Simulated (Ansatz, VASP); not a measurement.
## One calculation of BaTe, two programs

Contents of INCAR:

```
  PREC = Accurate
  ENCUT = 520
  EDIFF = 1E-6
  ISMEAR = 0
  SIGMA = 0.05
  LREAL = F
  LASPH = T
  NELM = 60
  ALGO = Normal
  ISIF = 2
  LWAVE = F
  LCHARG = F
  NBANDS = 15
```

File KPOINTS:

```
regular mesh
0
Gamma
  6 6 6
```

File POSCAR:

```
BaTe
1.0
    4.0493427000      0.0000000000      0.0000000000
    0.0000000000      4.0493427000      0.0000000000
    0.0000000000      0.0000000000      4.4755893000
Ba Te
1 1
Direct
    0.0000000000      0.0000000000      0.0000000000
    0.5000000000      0.5000000000      0.5000000000
```

Input for Ansatz:

```yaml
crystal:
  lattice:
    - [4.0493427, 0.0, 0.0]
    - [0.0, 4.0493427, 0.0]
    - [0.0, 0.0, 4.4755893]
  atoms:
    - { symbol: Ba, position: [0.0, 0.0, 0.0] }
    - { symbol: Te, position: [0.5, 0.5, 0.5] }
basis:
  ecutwfc: 420
kpoints:
  mp_grid: { grid: [6, 6, 6] }
hamiltonian:
  xc: lda
scf:
  occupations: { method: gaussian, width: 0.05 }
output:
  forces: true
  stress: true
  eigenvalues: true
```

Change from the starting cell: strain -0.050 along x and y, +0.050 along z, atoms carried along.

Alike in both runs: task single point; functional LDA; k mesh 6 × 6 × 6; occupations gaussian, width 0.05 eV; no spin polarisation.

```csv
,VASP,Ansatz
version,VASP 6.6.1,Ansatz 0.2.0
potentials or method,"VASP PAW LDA potentials, release 64 (Ba_sv, Te), cutoff 520 eV","scalar-relativistic, plane waves, PAW"
valence electrons in the cell,16,26
```

```csv
,VASP,Ansatz,Ansatz less VASP
pressure (GPa),-1.2,-1.8,-0.58
"traceless stress, the component that is largest in VASP (GPa)",-4.87,-4.93,-0.058
```

LDA's correlation is that of Perdew and Zunger in VASP and of Perdew and Wang (1992) in Ansatz. VASP's potentials hold 16 valence electrons a cell and Ansatz's 26, so a difference there can come from the potentials and not from the codes.

Spin-orbit coupling is off throughout.
